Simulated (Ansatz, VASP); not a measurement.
**Two plane-wave programs on Sc**

```
CELL_PARAMETERS angstrom
3.21867 0.00000 0.00000
0.00000 3.21867 0.00000
0.00000 0.00000 27.37970
ATOMIC_POSITIONS crystal
Sc 0.25000 0.25000 0.29219
Sc 0.75000 0.75000 0.37531
Sc 0.25000 0.25000 0.45844
Sc 0.75000 0.75000 0.54156
Sc 0.25000 0.25000 0.62469
Sc 0.75000 0.75000 0.70781
```

Alike in both runs: task single point; functional PBEsol; k mesh 13 × 13 × 1; occupations fermi-dirac, width 0.05 eV; no spin polarisation.

|  | VASP | Ansatz |
| --- | --- | --- |
| version | VASP 6.6.1 | Ansatz 0.2.0 |
| potentials or method | VASP PAW PBE potentials, release 64 (Sc_sv) | PAW with Ansatz's default frozen-core files, scalar-relativistic |
| plane-wave cutoff (eV) | 520 | 420 |
| valence electrons in the cell | 66 | 66 |

```csv
,VASP,Ansatz,Ansatz less VASP
rms of the force components (eV/Å),0.209,0.211,+0.0016
```

VASP's potentials were made for PBE, not for PBEsol. Atom by atom the forces differ by 0.002 eV/Å (rms over components).
